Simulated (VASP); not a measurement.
A run of VASP 6.6.1 is set up as follows.

Contents of INCAR:

```
SYSTEM = HgTe
PREC = Accurate
ENCUT = 520
EDIFF = 1E-6
ISMEAR = 0
SIGMA = 0.027000000000000003
LREAL = .False.
LASPH = .True.
NELM = 60
ALGO = Normal
ISIF = 2
LWAVE = .False.
LCHARG = .False.
GGA = PE
NBANDS = 16
```

File KPOINTS:

```
Automatic mesh
0
Gamma
  7 7 7
  0 0 0
```

POSCAR

```
HgTe
1.0
    0.0000000000      3.2145000000      3.2145000000
    3.2145000000      0.0000000000      3.2145000000
    3.2145000000      3.2145000000      0.0000000000
Hg Te
1 1
Direct
    0.0000000000      0.0000000000      0.0000000000
    0.7500000000      0.7500000000      0.7500000000
```

Potentials or basis: VASP PAW PBE potentials, release 64 (Hg, Te).

Command:

```bash
$ cat potpaw_PBE.64/Hg/POTCAR potpaw_PBE.64/Te/POTCAR > POTCAR
$ mpirun -np 1 vasp_std > vasp.out
```

(1) Estimate the pressure.

(2) What does it give for the band gap on the k mesh?

Results:

(1) 4.6 GPa.

(2) zero (filled and empty bands touch).

Caveat: spin-orbit coupling is left out, which moves the levels of the heavy elements.
